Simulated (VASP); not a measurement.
## YbSc: single point with PBE

The system is YbSc.

```
Yb Sc
1.0
     4.01137   -0.10376    0.14286
    -0.10376    3.91588    0.07752
     0.14286    0.07752    3.90034
Yb Sc
1 1
Cartesian
  3.1433 0.2550 0.7805
  4.9233 1.9612 2.4871
```

```json
{"Program": "VASP 6.6.1", "Task": "single point", "Functional": "PBE", "Potentials or basis": "VASP PAW PBE potentials, release 64 (Yb, Sc_sv)", "Cutoff": "600 eV", "k mesh": "2 × 2 × 2, shifted", "Occupations": "fermi-dirac, width 0.15 eV", "Spin": "no spin polarisation", "Dipole correction": "no", "Further INCAR settings": "ALGO = Normal; EDIFF = 1e-06; NBANDS = 24"}
```

```json
{"Pressure": "3.2 GPa", "Largest force": "1.265 eV/Å"}
```

Forces on the atoms (eV/Å):
```
Yb  -0.660 -0.731 -0.794
Sc   0.660  0.731  0.794
```

Stress tensor (GPa, compression positive):
```
3.30 0.98 0.53
0.98 3.32 0.83
0.53 0.83 2.88
```

Levels at points of the mesh, in eV from the Fermi level:
| k point | band 13 | band 14 | band 15 | band 16 | band 17 | band 18 | band 19 | band 20 | band 21 | band 22 |
| --- | --- | --- | --- | --- | --- | --- | --- | --- | --- | --- |
| (0.25, 0.25, 0.25) | -0.80 | -0.78 | -0.77 | -0.76 | -0.29 | 0.05 | 0.42 | 0.72 | 0.81 | 2.67 |

Run time: 8.5 s on 1 thread of Intel(R) Xeon(R) 6975P-C (Granite Rapids) (shared host), peak memory 0.18 GiB.

Caveat: the k points lie up to 0.81 Å⁻¹ apart; spin-orbit coupling is left out, which moves the levels of the heavy elements; without U or exact exchange the open f shell lies at the Fermi level, which spoils levels, moments and volumes; forces of over 1 eV/Å act on the atoms, so gaps and moduli don't describe the material at rest. Spin polarisation is off, so any magnetic state and its effect on volume and gap are missing.
